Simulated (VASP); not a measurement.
Write the native input for VASP 6.6.1 that does the following.

```
Task                               : single point
Functional                         : HSE06
Potentials or basis                : VASP PAW PBE potentials, release 64 (Al, As)
Cutoff                             : 400 eV
k mesh                             : 4 × 4 × 4
Occupations                        : gaussian, width 0.01 eV
Spin                               : no spin polarisation
Dipole correction                  : no
Grid for exact exchange (PRECFOCK) : Normal
Further INCAR settings             : ALGO = Normal; EDIFF = 1e-06; NBANDS = 11
Share of exact exchange            : 0.25
Screening parameter                : 0.2079 1/Å
```

AlAs:

```
Al As
1.0
     0.00000    2.83892    2.83892
     2.83892    0.00000    2.83892
     2.83892    2.83892    0.00000
Al As
1 1
Direct
  0.00000 0.00000 0.00000
  0.25000 0.25000 0.25000
```

These files were run (other wordings do the same):

POSCAR

```
AlAs
1.0
    0.0000000000      2.8389246376      2.8389246376
    2.8389246376      0.0000000000      2.8389246376
    2.8389246376      2.8389246376      0.0000000000
Al As
1 1
Direct
    0.0000000000      0.0000000000      0.0000000000
    0.2500000000      0.2500000000      0.2500000000
```

INCAR.step1

```
PREC = Accurate
ENCUT = 400
EDIFF = 1E-5
ISMEAR = 0
SIGMA = 0.01
LREAL = False
LASPH = True
NELM = 120
ALGO = Normal
ISIF = 2
LWAVE = True
LCHARG = False
NBANDS = 11
GGA = PE
GGA_COMPAT = False
```

INCAR.step2

```
PREC = Accurate
ENCUT = 400
EDIFF = 1E-6
ISMEAR = 0
SIGMA = 0.01
LREAL = False
LASPH = True
NELM = 120
ALGO = Normal
ISIF = 2
LWAVE = False
LCHARG = False
GGA = PE
LHFCALC = True
HFSCREEN = 0.2079
PRECFOCK = Normal
NBANDS = 11
ISTART = 1
GGA_COMPAT = False
```

KPOINTS

```
regular mesh
0
Gamma
  4 4 4
```

Potentials or basis: VASP PAW PBE potentials, release 64 (Al, As).

The run is started by

```console
$ cat potpaw_PBE.64/Al/POTCAR potpaw_PBE.64/As/POTCAR > POTCAR
$ cp INCAR.step1 INCAR
$ mpirun -np 1 vasp_std > vasp.out
$ cp INCAR.step2 INCAR
$ mpirun -np 1 vasp_std > vasp.out
```

Results of the run:

| Property | Result |
| --- | --- |
| Pressure | 0.2 GPa |
| Band gap on the k mesh | 2.11 eV (least direct gap 2.89 eV) |

Caveat: the k points lie up to 0.48 Å⁻¹ apart; the PAW data sets were made with another functional, which shifts forces and pressure a little.

Run time: 2.3 min on 1 thread of AMD EPYC 7R13 (shared host), peak memory 0.23 GiB.
